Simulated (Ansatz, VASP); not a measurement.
**NaH in VASP and in Ansatz**

```xyz
2
Lattice="0.0000 2.4400 2.4888 2.4400 0.0000 2.4888 2.4400 2.4400 0.0000" Properties=species:S:1:pos:R:3 pbc="T T T"
Na    0.0000    0.0000    0.0000
H     2.4400    2.4400    2.4888
```

Change from the starting cell: zz strain of +2 %, crystal datasets.

Alike in both runs: task electric field gradients; functional PBEsol; k mesh 9 × 9 × 9; occupations fermi-dirac, width 0.03 eV; no spin polarisation.

|  | VASP | Ansatz |
| --- | --- | --- |
| version | VASP 6.6.1 | Ansatz 0.2.0 |
| potentials or method | VASP PAW PBE potentials, release 64 (Na_pv, H), cutoff 400 eV | all-electron PAW with datasets made for the crystal, scalar-relativistic |

|  | VASP | Ansatz | Ansatz less VASP |
| --- | --- | --- | --- |
| gap on the k mesh at the Fermi level (eV) | 3.76 | 3.76 | +0.006 |
| pressure (GPa) | -2.0 | -1.5 | +0.45 |
| traceless stress, the component that is largest in VASP (GPa) | -0.32 | -0.32 | +0.008 |
| size of Vzz on the site where it differs most (V/Å²) | 1.7 | 1.6 | -0.11 |

VASP's potentials were made for PBE, not for PBEsol. Ansatz ran all-electron here, and VASP with PAW potentials.
